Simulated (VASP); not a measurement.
## MgO2: single point with r2SCAN

Crystal: MgO2.

```xyz
6
Lattice="-2.1301 2.1301 2.5875 2.1301 -2.1301 2.5875 2.1301 2.1301 -2.5875" Properties=species:S:1:pos:R:3 pbc="T T T"
Mg    0.0000    0.0000    1.2938
Mg    0.0000    0.0000    3.8813
O     2.6467    0.5166    0.0000
O     1.6135    0.5166    2.5875
O    -0.5166    1.6135    2.5875
O     0.5166    1.6135    0.0000
```

```yaml
Program: VASP 6.6.1
Task: single point
Functional: r2SCAN
Potentials_or_basis: VASP PAW PBE potentials, release 64 (Mg_sv, O)
Cutoff: 920 eV
k_mesh: 8 × 8 × 8
Occupations: gaussian, width 0.02 eV
Spin: no spin polarisation
Dipole_correction: no
Further_INCAR_settings: ALGO = Normal; EDIFF = 1e-06; NBANDS = 31
```

```yaml
Pressure: 19.3 GPa
Largest_force: 0.235 eV/Å
Band_gap_on_the_k_mesh: 3.83 eV (least direct gap 4.73 eV)
```

Forces on the atoms (eV/Å):
```
Mg   0.000  0.000  0.000
Mg   0.000  0.000  0.000
O    0.166  0.166  0.000
O   -0.166  0.166  0.000
O   -0.166 -0.166  0.000
O    0.166 -0.166  0.000
```

Stress tensor (GPa, compression positive):
```
19.69  0.00  0.00
 0.00 19.69  0.00
 0.00  0.00 18.45
```

Levels at points of the mesh, in eV from the valence-band top:
```csv
k point,band 20,band 21,band 22,band 23,band 24,band 25
"(0.00, 0.00, 0.00)",-3.04,-3.04,-0.34,5.20,5.20,6.78
"(0.50, 0.00, 0.00)",-2.29,-1.97,-1.97,4.05,4.05,9.97
"(0.50, 0.50, 0.00)",-2.26,-1.97,-1.37,4.66,5.06,9.48
"(0.50, 0.50, 0.50)",-1.40,-1.40,0.00,4.93,4.93,11.47
```

Run time: 9.3 min on 1 thread of Intel(R) Xeon(R) Platinum 8259CL CPU @ 2.50GHz (Skylake/Cascade Lake), with other jobs on the host, peak memory 0.35 GiB.

Caveat: the cell stands under pressure; the PAW data sets were made with another functional, which shifts forces and pressure a little. A k mesh can miss the band edges.
